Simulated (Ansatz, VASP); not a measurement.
ScAl2: VASP beside Ansatz

```xyz
6
Lattice="0.0000 3.7777 3.7777 3.7777 0.0000 3.7777 3.7777 3.7777 0.0000" Properties=species:S:1:pos:R:3 pbc="T T T"
Sc    3.7777    3.7777    3.7777
Sc    5.6665    5.6665    5.6665
Al    0.9444    0.9444    0.9444
Al    0.9444    2.8332    2.8332
Al    2.8332    0.9444    2.8332
Al    2.8332    2.8332    0.9444
```

Alike in both runs: task single point; functional PBEsol; k mesh 8 × 8 × 8; occupations methfessel-paxton of order 1, width 0.01 eV; no spin polarisation.

|  | VASP | Ansatz |
| --- | --- | --- |
| version | VASP 6.6.1 | Ansatz 0.2.0 |
| potentials or method | VASP PAW PBE potentials, release 64 (Sc_sv, Al), cutoff 520 eV | scalar-relativistic, plane waves, PAW |
| valence electrons in the cell | 34 | 34 |

|  | VASP | Ansatz | Ansatz less VASP |
| --- | --- | --- | --- |
| gap on the k mesh at the Fermi level (eV) | none | none | - |
| pressure (GPa) | -0.9 | -1.0 | -0.11 |

VASP's potentials were made for PBE, not for PBEsol. A gap of «none» marks a metal or a gap that the smearing closes. With one functional, cell and mesh, what is left measures potentials, basis and numerics.
